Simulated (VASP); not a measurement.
Input of a VASP 6.6.1 run:

INCAR

```
PREC = Accurate ; ENCUT = 600
EDIFF = 1E-6 ; ISMEAR = 0
SIGMA = 0.1 ; LREAL = F
LASPH = T ; NELM = 100
ALGO = Fast ; ISIF = 4
LWAVE = F ; LCHARG = F
GGA = PS ; IBRION = 2
NSW = 50 ; EDIFFG = -0.01
```

The input KPOINTS:

```
Automatic mesh
0
Gamma
  18 18 8
```

File POSCAR:

```
Zr
1.0
    3.0368913351      0.0000000000      0.0000000000
   -1.5184456676      2.6300250447      0.0000000000
    0.0000000000      0.0000000000      4.9507384683
Zr
2
Direct
    0.3333333333      0.6666666667      0.2500000000
    0.6666666667      0.3333333333      0.7500000000
```

Potentials or basis: VASP PAW PBE potentials, release 64 (Zr_sv).

Command:

```bash
$ cat potpaw_PBE.64/Zr_sv/POTCAR > POTCAR
$ mpirun -np 1 vasp_std > vasp.out
```

**Question.** What does it give for the band gap on the k mesh?

**Answer.** Zero (bands 12 and 13 overlap by 1.32 eV).

Final structure:
```
CELL_PARAMETERS angstrom
3.02898 0.00000 0.00000
-1.51449 2.62317 0.00000
0.00000 0.00000 4.97663
ATOMIC_POSITIONS crystal
Zr 0.33333 0.66667 0.25000
Zr 0.66667 0.33333 0.75000
```
